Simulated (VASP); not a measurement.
Set up this calculation in VASP 6.6.1, as the native input.

- Task: single point
- Functional: PBEsol
- Dispersion: D4
- Potentials or basis: VASP PAW PBE potentials, release 64 (P, B)
- Cutoff: 520 eV
- k mesh: 10 × 10 × 10
- Occupations: fermi-dirac, width 0.05 eV
- Spin: no spin polarisation
- Dipole correction: no
- Further INCAR settings: ALGO = Normal; EDIFF = 1e-06; NBANDS = 11

The structure of BP lies in POSCAR:

```
BP
1.0
    0.0000000000      2.2473543595      2.2473543595
    2.2473543595      0.0000000000      2.2473543595
    2.2473543595      2.2473543595      0.0000000000
P B
1 1
Direct
    0.7500000000      0.7500000000      0.7500000000
    0.0000000000      0.0000000000      0.0000000000
```

One way to write it, as run:

INCAR

```
PREC     = Accurate       # precision mode
ENCUT    = 520            # plane-wave cutoff, eV
EDIFF    = 1E-6           # SCF threshold, eV
ISMEAR   = -1             # smearing method
SIGMA    = 0.05           # smearing width, eV
LREAL    = False          # projectors in reciprocal space
LASPH    = True           # aspherical terms in the spheres
NELM     = 60             # most SCF steps
ALGO     = Normal         # electronic algorithm
ISIF     = 2              # what is computed and relaxed
LWAVE    = False          # write WAVECAR
LCHARG   = False          # write CHGCAR
GGA      = PS             # functional
IVDW     = 13             # dispersion correction
NBANDS   = 11             # bands
```

KPOINTS

```
regular mesh
0
Gamma
  10 10 10
```

Potentials or basis: VASP PAW PBE potentials, release 64 (P, B).

The run is started by

```console
$ cat potpaw_PBE.64/P/POTCAR potpaw_PBE.64/B/POTCAR > POTCAR
$ mpirun -np 1 vasp_std > vasp.out
```

It gave:

```json
{"Pressure": "0.2 GPa", "Band gap on the k mesh": "1.09 eV, indirect (least direct gap 3.40 eV)", "Dispersion energy per atom": "-0.204 eV"}
```

Caveat: the PAW data sets were made with another functional, which shifts forces and pressure a little.

It took 16 s on 1 thread of Intel Xeon 8259CL, on a shared host, peak memory 0.14 GiB.
